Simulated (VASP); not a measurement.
**PbO3 (ReO3 type): single point with PBE**

The system is PbO3 (ReO3 type).

```
CELL_PARAMETERS angstrom
4.35276 0.00000 0.00000
0.00000 4.35276 0.00000
0.00000 0.00000 4.35276
ATOMIC_POSITIONS crystal
Pb 0.00000 0.00000 0.00000
O 0.50000 0.00000 0.00000
O 0.00000 0.50000 0.00000
O 0.00000 0.00000 0.50000
```

```json
{
 "Program": "VASP 6.6.1",
 "Task": "single point",
 "Functional": "PBE",
 "Potentials or basis": "VASP PAW PBE potentials, release 64 (Pb_d, O)",
 "Cutoff": "520 eV",
 "k mesh": "13 × 13 × 13",
 "Occupations": "fermi-dirac, width 0.0612256 eV",
 "Spin": "no spin polarisation"
}
```

The pressure is -2.2 GPa and the band gap on the k mesh is zero (band 16 reaches -0.98 eV, above the bottom of band 17 at -1.61 eV).

Levels at points of the mesh, in eV from the Fermi level:
```
           k point  band 13  band 14  band 15  band 16  band 17  band 18  band 19  band 20
(0.00, 0.00, 0.00)    -0.37    -0.37    -0.37    -0.27    -0.27    -0.27     7.79    12.16
```

Wall time 100 s on 1 thread of Intel(R) Xeon(R) Platinum 8488C (Sapphire Rapids), on a shared host, peak memory 0.27 GiB.

Caveat: spin-orbit coupling is left out, which moves the levels of the heavy elements.
